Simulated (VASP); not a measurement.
Set up this calculation in VASP 6.6.1, as the native input.

```
Task                               : single point
Functional                         : HSE06
Potentials or basis                : VASP PAW PBE potentials, release 64 (Mg, O)
Cutoff                             : 520 eV
k mesh                             : 8 × 8 × 8
Occupations                        : gaussian, width 0.01 eV
Spin                               : no spin polarisation
Dipole correction                  : no
Grid for exact exchange (PRECFOCK) : Normal
Further INCAR settings             : ALGO = Normal; EDIFF = 1e-06; NBANDS = 11
Share of exact exchange            : 0.25
Screening parameter                : 0.2079 1/Å
```

Crystal: MgO.

```
CELL_PARAMETERS angstrom
0.00622 2.10145 2.10145
2.10145 0.00622 2.10145
2.10145 2.10145 0.00622
ATOMIC_POSITIONS crystal
Mg 0.00000 0.00000 0.00000
O 0.50000 0.50000 0.50000
```

This cell differs from its parent crystal: epitaxial 111 strain -0.3%.

The input as run:

POSCAR

```
MgO
1.0
    0.0062156338      2.1014458981      2.1014458981
    2.1014458981      0.0062156338      2.1014458981
    2.1014458981      2.1014458981      0.0062156338
Mg O
1 1
Direct
    0.0000000000      0.0000000000      0.0000000000
    0.5000000000      0.5000000000      0.5000000000
```

INCAR.step1

```
PREC = Accurate ; ENCUT = 520
EDIFF = 1E-5 ; ISMEAR = 0
SIGMA = 0.01 ; LREAL = False
LASPH = True ; NELM = 60
ALGO = Normal ; ISIF = 2
LWAVE = True ; LCHARG = False
NBANDS = 11 ; GGA = PE
```

INCAR.step2

```
PREC = Accurate ; ENCUT = 520
EDIFF = 1E-6 ; ISMEAR = 0
SIGMA = 0.01 ; LREAL = False
LASPH = True ; NELM = 60
ALGO = Normal ; ISIF = 2
LWAVE = False ; LCHARG = False
GGA = PE ; LHFCALC = True
HFSCREEN = 0.2079 ; PRECFOCK = Normal
NBANDS = 11 ; ISTART = 1
```

KPOINTS

```
regular mesh
0
Gamma
  8 8 8
```

Potentials or basis: VASP PAW PBE potentials, release 64 (Mg, O).

Launch:

```bash
$ cat potpaw_PBE.64/Mg/POTCAR potpaw_PBE.64/O/POTCAR > POTCAR
$ cp INCAR.step1 INCAR
$ mpirun -np 1 vasp_std > vasp.out
$ cp INCAR.step2 INCAR
$ mpirun -np 1 vasp_std > vasp.out
```

Results of the run:

| Item | Value |
| --- | --- |
| Pressure | 0.3 GPa |
| Band gap on the k mesh | 6.54 eV |

Caveat: the cell differs from its parent crystal (epitaxial 111 strain -0.3%); the PAW data sets were made with another functional, which shifts forces and pressure a little.

Wall time 94 min on 1 thread of Oxide Virtual Turin-like Processor (shared host), peak memory 0.24 GiB.
